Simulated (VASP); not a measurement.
# Ir (P-1) in VASP: a series of runs, part 2 of 2

VASP 6.6.1. Earlier steps stand in the parts before.

**3. Single point, PBEsol**

File INCAR:

```
SYSTEM = Ir
ALGO     = Normal         ! electronic algorithm
EDIFF    = 1E-6           ! SCF threshold, eV
ENCUT    = 500            ! plane-wave cutoff, eV
GGA      = PS             ! functional
GGA_COMPAT= .False.      
ISIF     = 2              ! what is computed and relaxed
ISMEAR   = 1              ! smearing method
LASPH    = .True.         ! aspherical terms in the spheres
LCHARG   = .False.        ! write CHGCAR
LREAL    = .False.        ! projectors in reciprocal space
LWAVE    = .False.        ! write WAVECAR
NBANDS   = 16             ! bands
NELM     = 120            ! most SCF steps
PREC     = Accurate       ! precision mode
SIGMA    = 0.1            ! smearing width, eV
```

File KPOINTS:

```
k-points
0
Gamma
  8 8 5
  0 0 0
```

File POSCAR:

```
Ir
1.0
    2.7771900000      0.0015200000     -0.0104800000
   -1.3872800000      2.3908300000     -0.0125200000
   -0.0169900000     -0.0332500000      4.4593200000
Ir
2
Direct
    0.6806600000      0.3916000000      0.7404900000
    0.2764005417      0.6097543420      0.2055930925
```

Potentials or basis: VASP PAW PBE potentials, release 64 (Ir).

Started as:

```console
$ cat potpaw_PBE.64/Ir/POTCAR > POTCAR
$ mpirun -np 1 vasp_std > vasp.out
```

OUTCAR:

```text
SYSTEM = Ir
   EDIFF = 1E-6
   ENCUT = 500
   GGA = PS
   ISIF = 2
   ISMEAR = 1
   LASPH = .True.
   LREAL = .False.
   NELM = 120
   PREC = Accurate

 ion  position               nearest neighbor table
   1  0.681  0.392  0.740-   2 2.52   2 2.57   2 2.81   2 2.81   2 2.82   2 3.01
   2  0.276  0.610  0.206-   1 2.52   1 2.57   1 2.81   1 2.81   1 2.82   1 3.01

  LATTYP: Found a triclinic cell.
 ALAT       =     2.7668966968
 B/A-ratio  =     1.0037274586
 C/A-ratio  =     1.6117249080
 COS(alpha) =     0.0075873562
 COS(beta)  =     0.0166728312
 COS(gamma) =     0.5028362826

  Lattice vectors:

 A1 = (   1.3899100000,   2.3923500000,  -0.0230000000)
 A2 = (   2.7771900000,   0.0015200000,  -0.0104800000)
 A3 = (   0.0169900000,   0.0332500000,  -4.4593200000)

Analysis of symmetry for initial positions (statically):
=====================================================================
 Subroutine PRICEL returns:
 Original cell was already a primitive cell.

 Routine SETGRP: Setting up the symmetry group for a
 triclinic supercell.

 Subroutine GETGRP returns: Found  2 space group operations
[... 165 lines left out ...]
  energy without entropy =      -19.01579161  energy(sigma->0) =      -19.01641708

 E-fermi :   9.5871     XC(G=0): -13.8113

 val. band max:        9.5827369676   @ k =   0.0000  -0.3750   0.4000
 cond. band min:       9.5883213382   @ k =  -0.2500  -0.3750   0.4000
 fundamental gap:      0.0055843706
 Fermi energy:         9.5871409489

 k-point     1 :       0.0000    0.0000    0.0000
  band No.  band energies     occupation
      1      -1.2417      2.00000
      2       1.7563      2.00000
      3       5.3538      2.00000
      4       5.6928      2.00000
      5       6.2037      2.00000
      6       6.2140      2.00000
[... 433 lines left out ...]
      3       3.6249      2.00000
      4       4.7957      2.00000
      5       5.4952      2.00000
      6       6.5515      2.00000
[... 8 lines left out ...]
     15      21.1900      0.00000
     16      22.9895      0.00000

 [... further k-points ...]

------------------------ aborting loop because EDIFF is reached ----------------------------------------

  FORCE on cell =-STRESS in cart. coord.  units (eV):
  Direction    XX          YY          ZZ          XY          YZ          ZX
  --------------------------------------------------------------------------------------
  -------------------------------------------------------------------------------------
  Total       -2.5144534     -1.9544595      0.2727872      0.1618559      1.1620888      0.4336082
  in kB     -136.0265326   -105.7320608     14.7572024      8.7560553     62.8665083     23.4572722
  external PRESSURE =     -75.6671304 kB  Pullay stress =       0.0000000 kB

 VOLUME and BASIS-vectors are now :
 -----------------------------------------------------------------------------
  energy-cutoff  :      500.00
  volume of cell :       29.62
      direct lattice vectors                 reciprocal lattice vectors
     2.777190000  0.001520000 -0.010480000     0.359972916  0.208889758  0.002929039
    -1.387280000  2.390830000 -0.012520000    -0.000217100  0.418155137  0.003117060
    -0.016990000 -0.033250000  4.459320000     0.000845375  0.001664933  0.224265072

 POSITION                                       TOTAL-FORCE (eV/Angst)
 -----------------------------------------------------------------------------------
      1.33448      0.91266      3.29005        -0.270483     -1.161032     -2.045556
     -0.08178      1.45140      0.90627         0.270483      1.161032      2.045556
 -----------------------------------------------------------------------------------
    total drift:                               -0.000000     -0.000000      0.000001

  FREE ENERGIE OF THE ION-ELECTRON SYSTEM (eV)
  ---------------------------------------------------
  free  energy   TOTEN  =       -19.0167298122 eV

  energy  without entropy=      -19.0157916102  energy(sigma->0) =      -19.01641708
```

stdout:

```text
POSCAR found type information on POSCAR Ir
 POSCAR found :  1 types and       2 ions
 scaLAPACK will be used
 -----------------------------------------------------------------------------
|                                                                             |
|                                                                             |
|     You enforced a specific xc type in the INCAR file but a different       |
|     I HOPE YOU KNOW WHAT YOU ARE DOING!                                     |
|                                                                             |
 -----------------------------------------------------------------------------

 LDA part: xc-table for (Slater+PW92), standard interpolation
 POSCAR, INCAR and KPOINTS ok, starting setup
 FFT: planning ... GRIDC
 FFT: planning ... GRID_SOFT
 FFT: planning ... GRID
 WAVECAR not read
 entering main loop
```

It took 88 s on 1 thread of Intel Xeon 8259CL, shared host; peak memory 0.19 GiB.

What came out:

```
Free energy            : -19.0167 eV
Pressure               : -7.6 GPa
Largest force          : 2.368 eV/Å
Band gap on the k mesh : zero (bands 9 and 10 overlap by 2.59 eV)
```

Forces on the atoms (eV/Å):
```
Ir  -0.270 -1.161 -2.046
Ir   0.270  1.161  2.046
```

Caveat: the cell stands under tension; the PAW data sets were made with another functional, which shifts forces and pressure a little; spin-orbit coupling is left out, which moves the levels of the heavy elements.

**4. Single point, PBEsol**

This run uses another cell than the first one, of 14.88 Å³/atom.

File INCAR:

```
PREC = Accurate ; ENCUT = 500
EDIFF = 1E-6 ; ISMEAR = 1
SIGMA = 0.1 ; LREAL = F
LASPH = T ; NELM = 120
ALGO = Normal ; ISIF = 2
LWAVE = F ; LCHARG = T
GGA = PS ; LELF = T
LVHAR = T ; NBANDS = 16
GGA_COMPAT = F
```

File KPOINTS:

```
regular mesh
0
Gamma
  8 8 5
```

File POSCAR:

```
Ir
1.0
    2.7818109569      0.0015225291     -0.0104974376
   -1.3895882904      2.3948080939     -0.0125408320
   -0.0170182696     -0.0333053246      4.4667398473
Ir
2
Direct
    0.6806600000      0.3916000000      0.7404900000
    0.2836000000      0.6097500000      0.2056100000
```

Started as:

```console
$ cat potpaw_PBE.64/Ir/POTCAR > POTCAR
$ mpirun -np 1 vasp_std > vasp.out
```

Run time: 88 s. Hardware: 1 thread of Intel Xeon 8259CL, shared host; peak memory 0.19 GiB.

The run converged. Its results:

| Item | Value |
| --- | --- |
| Free energy | -19.0133 eV |
| Pressure | -9.3 GPa |
| Largest force | 2.287 eV/Å |
| Band gap on the k mesh | zero (bands 9 and 10 overlap by 2.56 eV) |

Forces on the atoms (eV/Å):
```
Ir  -0.157 -1.145 -1.974
Ir   0.157  1.145  1.974
```

Stress tensor (GPa, compression positive):
```
-15.29   0.48   1.49
  0.48 -12.04   6.17
  1.49   6.17  -0.45
```

Levels at points of the mesh, in eV from the Fermi level:
```
           k point  band 7  band 8  band 9  band 10  band 11  band 12
(0.00, 0.00, 0.00)   -2.76   -2.53   -1.18    -0.60    -0.52     1.16
(0.50, 0.00, 0.00)   -2.87    0.48    0.48     1.08     3.09     3.71
(0.00, 0.50, 0.00)   -2.05    0.68    0.90     1.26     2.10     4.77
(0.50, 0.50, 0.00)   -2.83    0.42    0.52     1.04     3.01     3.82
```

Caveat: the cell stands under tension; the PAW data sets were made with another functional, which shifts forces and pressure a little; spin-orbit coupling is left out, which moves the levels of the heavy elements.

**5. The runs side by side**

| cell | gap on the mesh (eV) | pressure (GPa) | largest force (eV/Å) |
| --- | --- | --- | --- |
| a = 2.777, b = 2.764, c = 4.459 Å, angles 90.5, 90.4, 120.1°, 2 atoms, atomic positions A | none | -7.7 | 2.33 |
| a = 2.777, b = 2.764, c = 4.459 Å, angles 90.5, 90.4, 120.1°, 2 atoms, atomic positions B | none | -7.6 | 2.37 |
| a = 2.782, b = 2.769, c = 4.467 Å, angles 90.5, 90.4, 120.1°, 2 atoms, atomic positions C | none | -9.3 | 2.29 |

Alike in all rows: task single point; level PBEsol; potentials or basis VASP PAW PBE potentials, release 64 (Ir); no spin polarisation; k mesh 8 × 8 × 5; cutoff (eV) 500; smearing methfessel-paxton 0.1 eV.

Caveats: the cell stands under tension; the PAW data sets were made with another functional, which shifts forces and pressure a little; spin-orbit coupling is left out, which moves the levels of the heavy elements.

Total energies depend on the potentials used, so only differences within one code and one set of settings carry meaning.
